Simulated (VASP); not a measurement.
**Zr: relaxation of cell and atoms with PBEsol**

Crystal: Zr.

```
CELL_PARAMETERS angstrom
1.56399 0.90297 2.61480
-1.56399 0.90297 2.61480
0.00000 -1.80594 2.61480
ATOMIC_POSITIONS crystal
Zr 0.50000 0.50000 0.50000
```

```
Program                : VASP 6.6.1
Task                   : relaxation of cell and atoms
Functional             : PBEsol
Potentials or basis    : VASP PAW PBE potentials, release 64 (Zr_sv)
Cutoff                 : 600 eV
k mesh                 : 21 × 21 × 21
Occupations            : gaussian, width 0.1 eV
Spin                   : no spin polarisation
Dipole correction      : no
Further INCAR settings : ALGO = Fast; EDIFF = 1e-07; IBRION = 2; EDIFFG = -0.01; NSW = 100; ISIF = 3
```

```yaml
Relaxed_volume: 22.25 Å³/atom
Relaxed_cell: a = 3.157 Å, b = 3.157 Å, c = 3.157 Å, α = 60.01°, β = 60.01°, γ = 60.01°
Space_group_after_relaxing_to_0.1_Å: Fm-3m (No. 225)
Energy_gained_by_relaxing: 2.4 meV/atom
Ionic_steps: 5
Pressure_after_relaxing: 0.0 GPa
Band_gap_on_the_k_mesh: zero (bands 6 and 7 overlap by 1.48 eV)
```

The path:
| step | energy change (eV) | largest force (eV/Å) | pressure (GPa) | volume (Å³) |
| --- | --- | --- | --- | --- |
| 1 | 0.0000 | 0.0000 | 0.39 | 22.16 |
| 2 | -0.0020 | 0.0000 | -0.36 | 22.33 |
| 3 | -0.0021 | 0.0000 | -0.58 | 22.38 |
| 4 | -0.0023 | 0.0000 | 0.36 | 22.16 |
| 5 | -0.0024 | 0.0000 | -0.02 | 22.25 |

Final structure:
```xyz
1
Lattice="1.5786 0.9114 2.5773 -1.5786 0.9114 2.5773 0.0000 -1.8228 2.5773" Properties=species:S:1:pos:R:3 pbc="T T T"
Zr    0.0000    0.0000    3.8659
```

Levels at points of the mesh, in eV from the Fermi level:
```
           k point  band 3  band 4  band 5  band 6  band 7  band 8  band 9  band 10
(0.00, 0.00, 0.00)  -25.99  -25.99   -5.64    0.99    0.99    0.99    3.55     3.55
```

It took 12 min on 1 thread of Intel(R) Xeon(R) 6975P-C (Granite Rapids) (shared host), peak memory 0.41 GiB.

Caveat: the PAW data sets were made with another functional, which shifts forces and pressure a little.
